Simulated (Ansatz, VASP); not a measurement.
## Two plane-wave programs on As

File POSCAR:

```
As
1.0
    2.7036817444      0.0000000000      0.0000000000
    0.0000000000      2.7036817444      0.0000000000
    0.0000000000      0.0000000000      2.7036817444
As
1
Direct
    0.5000000000      0.5000000000      0.5000000000
```

INCAR.step1

```
PREC = Accurate
ENCUT = 600
EDIFF = 1E-5
ISMEAR = -1
SIGMA = 0.05
LREAL = False
LASPH = True
NELM = 100
ALGO = Normal
LWAVE = True
LCHARG = False
GGA = PE
NBANDS = 8
```

INCAR.step2

```
PREC = Accurate
ENCUT = 600
EDIFF = 1E-7
ISMEAR = -1
SIGMA = 0.05
LREAL = False
LASPH = True
NELM = 100
ALGO = Normal
ISIF = 3
LWAVE = False
LCHARG = False
GGA = B3
LHFCALC = True
AEXX = 0.2
AGGAX = 0.72
AGGAC = 0.81
ALDAC = 0.19
PRECFOCK = Normal
IBRION = 2
NSW = 60
EDIFFG = -0.01
ISTART = 1
```

Contents of KPOINTS:

```
Automatic mesh
0
Gamma
  5 5 5
```

The input input:

```
crystal:
  lattice:
    - [2.7036817444, 0.0, 0.0]
    - [0.0, 2.7036817444, 0.0]
    - [0.0, 0.0, 2.7036817444]
  atoms:
    - { symbol: As, position: [0.5, 0.5, 0.5] }
hamiltonian:
  xc: b3lyp
  pseudopotentials: { kind: paw }
kpoints:
  mp_grid: { grid: [5, 5, 5] }
scf:
  occupations: { method: fermi_dirac, width: 0.05 }
output:
  forces: true
  stress: true
  eigenvalues: true
  write_density: true
  write_potential: true
  elf: true
  volumetric_format: npy
relax:
  f_tol: 0.01
  max_steps: 40
  cell: { stress_tol: 0.05 }
```

Alike in both runs: task relaxation of cell and atoms; functional B3LYP; k mesh 5 × 5 × 5; occupations fermi-dirac, width 0.05 eV; no spin polarisation.

|  | VASP | Ansatz |
| --- | --- | --- |
| version | VASP 6.6.1 | Ansatz 0.2.0 |
| potentials or method | VASP PAW PBE potentials, release 64 (As) | Ansatz PAW |
| plane-wave cutoff (eV) | 600 | 420 |
| valence electrons in the cell | 5 | 15 |

Ansatz gave:

| Property | Result |
| --- | --- |
| gap on the k mesh at the Fermi level, each at its own relaxed structure (eV) | none |
| relaxed volume (Å³/atom) | 21.16 |
| relaxed length of the cell vector where the two differ most in proportion (Å) | 2.766 |

Task: Which values does VASP return?

Result: gap on the k mesh at the Fermi level, each at its own relaxed structure (eV): none; relaxed volume (Å³/atom): 21.11; relaxed length of the cell vector where the two differ most in proportion (Å): 2.764.

VASP's potentials were made for PBE, not for B3LYP. A gap of «none» marks a metal or a gap that the smearing closes. VASP's potentials hold 5 valence electrons a cell and Ansatz's 15, so a difference there can come from the potentials and not from the codes.

The k mesh is coarse, so the values compare programs but aren't converged. Noted on Ansatz's run: the plane-wave basis is chosen anew once the cell has moved, so the energies of steps on either side of that aren't comparable.
